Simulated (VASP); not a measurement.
Wanted: the native input for a VASP 6.6.1 run.

```yaml
Task: relaxation of volume and atoms at fixed shape
Functional: PBEsol
Potentials_or_basis: VASP PAW PBE potentials, release 64 (Si, Sn_d)
Cutoff: 500 eV
k_mesh: 1 × 1 × 1, shifted
Occupations: fermi-dirac, width 0.05 eV
Spin: no spin polarisation
Dipole_correction: no
Further_INCAR_settings: LREAL = Auto; ALGO = Normal; EDIFF = 1e-07; ISYM = -1; IBRION = 2; EDIFFG = -0.03; NSW = 100; ISIF = 8
```

The structure of Si31Sn lies in POSCAR:

```
Si31Sn
1.0
   10.9319820000      0.0000000000      0.0000000000
    0.0000000000     10.9319820000      0.0000000000
    0.0000000000      0.0000000000     10.9319820000
Si Sn
62 2
Direct
    0.0006680000      0.9990250000      0.0006600000
    0.0010600000      0.0013770000      0.4972410000
    0.0023070000      0.5003410000      0.0010160000
    0.0002670000      0.5021270000      0.4985790000
    0.5010750000      0.0002690000      0.0009820000
    0.5013270000      0.9973320000      0.5014860000
    0.4994400000      0.4985840000      0.9976850000
    0.4981140000      0.4999820000      0.5000530000
    0.1265750000      0.1267730000      0.1278450000
    0.1261440000      0.1280970000      0.6241960000
    0.1240540000      0.6247980000      0.1263600000
    0.1237880000      0.6233260000      0.6263730000
    0.6237890000      0.1254020000      0.1256860000
    0.6268360000      0.1238290000      0.6225920000
    0.6234770000      0.6242850000      0.1257170000
    0.6233020000      0.6285410000      0.6244810000
    0.2490700000      0.2531010000      0.9971920000
    0.2501830000      0.2475720000      0.5000920000
    0.2507930000      0.7529340000      0.9984390000
    0.2469850000      0.7489780000      0.5008500000
    0.7474830000      0.2507780000      0.9994990000
    0.7484930000      0.2493530000      0.5009400000
    0.7499720000      0.7513990000      0.9942250000
    0.7488600000      0.7515610000      0.4992510000
    0.3755360000      0.3790490000      0.1263340000
    0.3741280000      0.8751560000      0.1273790000
    0.3745020000      0.8775980000      0.6233700000
    0.8723210000      0.3745470000      0.1238490000
    0.8787820000      0.3784250000      0.6252570000
    0.8750370000      0.8745290000      0.1272760000
    0.8790950000      0.8752130000      0.6278710000
    0.2527190000      0.0002600000      0.2496090000
    0.2491100000      0.0024590000      0.7503980000
    0.2498590000      0.4985710000      0.2509520000
    0.2527900000      0.5018630000      0.7505060000
    0.7505900000      0.0015460000      0.2474880000
    0.7515170000      0.0009990000      0.7517110000
    0.7526670000      0.5009620000      0.2495080000
    0.7464620000      0.4985940000      0.7471610000
    0.3766920000      0.1248100000      0.3780880000
    0.3748460000      0.1269900000      0.8721970000
    0.3735470000      0.6255540000      0.3745690000
    0.3767250000      0.6251090000      0.8759910000
    0.8759650000      0.1231250000      0.3740440000
    0.8725200000      0.1272790000      0.8754810000
    0.8766350000      0.6236900000      0.3770970000
    0.8732350000      0.6250570000      0.8737510000
    0.0005710000      0.2501050000      0.2511390000
    0.9985500000      0.2507320000      0.7512560000
    0.9996300000      0.7481310000      0.2512470000
    0.9968560000      0.7505050000      0.7519450000
    0.5026710000      0.2471440000      0.2513280000
    0.5007090000      0.2473380000      0.7498410000
    0.5026210000      0.7518070000      0.2526080000
    0.1253070000      0.3737900000      0.3758140000
    0.1240290000      0.3756340000      0.8744750000
    0.1266520000      0.8777010000      0.3790010000
    0.1248470000      0.8744660000      0.8732230000
    0.6241740000      0.3720860000      0.3744470000
    0.6252920000      0.3760730000      0.8731480000
    0.6239270000      0.8753320000      0.3743240000
    0.6227010000      0.8751040000      0.8783540000
    0.3772160000      0.3742160000      0.6272860000
    0.4996110000      0.7497130000      0.7506460000
```

The input as run:

INCAR

```
SYSTEM = Si31Sn
ALGO = Normal
EDIFF = 1E-7
EDIFFG = -0.03
ENCUT = 500
GGA = PS
GGA_COMPAT = .False.
IBRION = 2
ISIF = 8
ISMEAR = -1
ISYM = -1
LASPH = .True.
LCHARG = .False.
LREAL = Auto
LWAVE = .False.
NELM = 120
NELMIN = 4
NSW = 100
PREC = Accurate
SIGMA = 0.05
```

KPOINTS

```
explicit points
1
Reciprocal
  0.25000000   0.25000000   0.25000000 1
```

Potentials or basis: VASP PAW PBE potentials, release 64 (Si, Sn_d).

The run is started by

```console
$ cat potpaw_PBE.64/Si/POTCAR potpaw_PBE.64/Sn_d/POTCAR > POTCAR
$ mpirun -np 1 vasp_std > vasp.out
```

Results of the run:

| Property | Result |
| --- | --- |
| Relaxed volume | 20.45 Å³/atom |
| Relaxed cell | a = 10.939 Å, b = 10.939 Å, c = 10.939 Å, α = 90.00°, β = 90.00°, γ = 90.00° |
| Space group after relaxing (to 0.1 Å) | C2/m (No. 12) |
| Energy gained by relaxing | 29.9 meV/atom |
| Ionic steps | 13 |
| Pressure after relaxing | -0.1 GPa |
| Largest force after relaxing | 0.030 eV/Å |
| Band gap on the k mesh | 1.00 eV |

Caveat: the PAW data sets were made with another functional, which shifts forces and pressure a little; spin-orbit coupling is left out, which moves the levels of the heavy elements; a shifted mesh leaves out Γ, where band edges can lie.

Wall time 37 min on 1 thread of Intel(R) Xeon(R) 6975P-C (Granite Rapids), with other jobs on the host, peak memory 1.1 GiB.
